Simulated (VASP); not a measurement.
A run of VASP 6.6.1 is set up as follows.

Contents of INCAR:

```
ALGO = Normal
EDIFF = 1E-6
ENCUT = 600
GGA = PE
GGA_COMPAT = False
ISIF = 2
ISMEAR = 0
LASPH = True
LCHARG = False
LREAL = False
LWAVE = False
NBANDS = 16
NELM = 120
PREC = Accurate
SIGMA = 0.01
```

The input KPOINTS:

```
k-points
0
Gamma
  7 7 7
```

Contents of POSCAR:

```
GaN
1.0
    0.0000000000      2.2535010000      2.2535010000
    2.2535010000      0.0000000000      2.2535010000
    2.2535010000      2.2535010000      0.0000000000
Ga N
1 1
Direct
    0.0000000000      0.0000000000      0.0000000000
    0.7500000000      0.7500000000      0.7500000000
```

Potentials or basis: VASP PAW PBE potentials, release 64 (Ga_d, N).

The run is started by

```sh
$ cat potpaw_PBE.64/Ga_d/POTCAR potpaw_PBE.64/N/POTCAR > POTCAR
$ mpirun -np 1 vasp_std > vasp.out
```

(1) Estimate the pressure.

(2) Predict the band gap on the k mesh.

Results:

(1) 4.9 GPa.

(2) 1.72 eV, direct.
